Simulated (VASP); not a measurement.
Input of a VASP 6.6.1 run:

POSCAR

```
Ni
1.0
    2.3800177251      0.0000000000      0.0000000000
   -1.1900088625      2.0611558114      0.0000000000
    0.0000000000      0.0000000000      2.3366585249
Ni
1
Direct
    0.0000000000      0.0000000000      0.0000000000
```

File INCAR.step1:

```
  PREC = Accurate
  ENCUT = 650
  ISMEAR = 0
  SIGMA = 0.1
  LREAL = False
  LASPH = True
  NELM = 200
  ISPIN = 2
  MAGMOM = 0.84
  LMAXMIX = 4
  NBANDS = 19
  GGA = PE
  ALGO = Normal
  EDIFF = 1E-5
  LWAVE = True
  LCHARG = False
  GGA_COMPAT = False
```

File INCAR.step2:

```
  PREC = Accurate
  ENCUT = 650
  EDIFF = 1E-6
  ISMEAR = 0
  SIGMA = 0.1
  LREAL = False
  LASPH = True
  NELM = 200
  ALGO = Normal
  ISIF = 2
  LWAVE = False
  LCHARG = True
  ISPIN = 2
  MAGMOM = 0.84
  LORBIT = 11
  LMAXMIX = 4
  METAGGA = R2SCAN
  LMIXTAU = True
  LELF = True
  LVHAR = True
  NBANDS = 19
  ISTART = 1
  GGA_COMPAT = False
```

Contents of KPOINTS:

```
regular mesh
0
Gamma
  9 9 8
```

Potentials or basis: VASP PAW PBE potentials, release 64 (Ni_sv_GW).

Command:

```sh
$ cat potpaw_PBE.64/Ni_sv_GW/POTCAR > POTCAR
$ cp INCAR.step1 INCAR
$ mpirun -np 1 vasp_std > vasp.out
$ cp INCAR.step2 INCAR
$ mpirun -np 1 vasp_std > vasp.out
```

Problem. Predict the pressure.

Solution. -2.9 GPa.

Problem. Predict the net moment.

Solution. 0.74 μB per cell.

Problem. Estimate the site moments.

Solution. Ni +0.79 μB.

Stress tensor (GPa, compression positive):
```
-3.04  0.00  0.00
 0.00 -3.04  0.00
 0.00  0.00 -2.76
```

Caveat: the PAW data sets were made with another functional, which shifts forces and pressure a little.
